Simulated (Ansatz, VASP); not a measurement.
## One calculation of Pd, two programs

INCAR

```
SYSTEM = Pd
ALGO = Normal
EDIFF = 1E-6
ENCUT = 520
GGA = PE
ISIF = 2
ISMEAR = -1
LASPH = .True.
LCHARG = .False.
LREAL = .False.
LWAVE = .False.
NBANDS = 11
NELM = 80
PREC = Accurate
SIGMA = 0.05
```

KPOINTS

```
k-points
0
Gamma
  14 14 14
  0 0 0
```

File POSCAR:

```
Pd
1.0
    0.0000000000      1.9335000000      1.9335000000
    1.9335000000      0.0000000000      1.9335000000
    1.9335000000      1.9335000000      0.0000000000
Pd
1
Direct
    0.0000000000      0.0000000000      0.0000000000
```

Input for Ansatz:

```yaml
crystal:
  lattice:
    - [0.0, 1.9335, 1.9335]
    - [1.9335, 0.0, 1.9335]
    - [1.9335, 1.9335, 0.0]
  atoms:
    - { symbol: Pd, position: [0.0, 0.0, 0.0] }
hamiltonian:
  xc: pbe
  pseudopotentials: { kind: paw }
basis:
  ecutwfc: 420
kpoints:
  mp_grid: { grid: [14, 14, 14] }
scf:
  occupations: { method: fermi_dirac, width: 0.05 }
  lower_state_search: "off"
output:
  forces: true
  stress: true
```

Alike in both runs: task single point; functional PBE; k mesh 14 × 14 × 14; occupations fermi-dirac, width 0.05 eV; no spin polarisation.

|  | VASP | Ansatz |
| --- | --- | --- |
| version | VASP 6.6.1 | Ansatz 0.2.0 |
| potentials or method | VASP PAW PBE potentials, release 64 (Pd), cutoff 520 eV | PAW, plane waves, scalar-relativistic |
| valence electrons in the cell | 10 | 18 |

Ansatz gave:

```
pressure (GPa) : 11.7
```

What did VASP give for the same quantities?

Pressure (GPa): 11.4.

VASP's potentials hold 10 valence electrons a cell and Ansatz's 18, so a difference there can come from the potentials and not from the codes.
